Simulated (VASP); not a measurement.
Input of a VASP 6.6.1 run:

File INCAR:

```
PREC = Accurate
ENCUT = 600
EDIFF = 1E-7
ISMEAR = 0
SIGMA = 0.1
LREAL = F
LASPH = T
NELM = 80
ALGO = Fast
ISIF = 3
LWAVE = F
LCHARG = F
GGA = PE
IBRION = 2
NSW = 100
EDIFFG = -0.005
```

KPOINTS

```
regular mesh
0
Gamma
  18 18 10
```

File POSCAR:

```
Rh
1.0
    2.7203725139      0.0000002926      0.0000000000
   -1.3601865103      2.3559115585      0.0000000000
    0.0000000000      0.0000000000      4.3983759072
Rh
2
Direct
    0.0000000000      0.0000000000      0.0000000000
    0.3333333333      0.6666666667      0.5000000000
```

Potentials or basis: VASP PAW PBE potentials, release 64 (Rh_pv).

The run is started by

```console
$ cat potpaw_PBE.64/Rh_pv/POTCAR > POTCAR
$ mpirun -np 1 vasp_std > vasp.out
```

Question: What does it give for the relaxed volume?

Answer: 14.09 Å³/atom.

Question: Estimate the band gap on the k mesh.

Answer: Zero (band 15 reaches 12.16 eV, above the bottom of band 16 at 9.84 eV).

Final structure:
```xyz
2
Lattice="2.7244 0.0000 0.0000 -1.3622 2.3594 0.0000 0.0000 0.0000 4.3845" Properties=species:S:1:pos:R:3 pbc="T T T"
Rh   -1.3622    2.3594    0.0000
Rh    0.0000    1.5729    2.1923
```
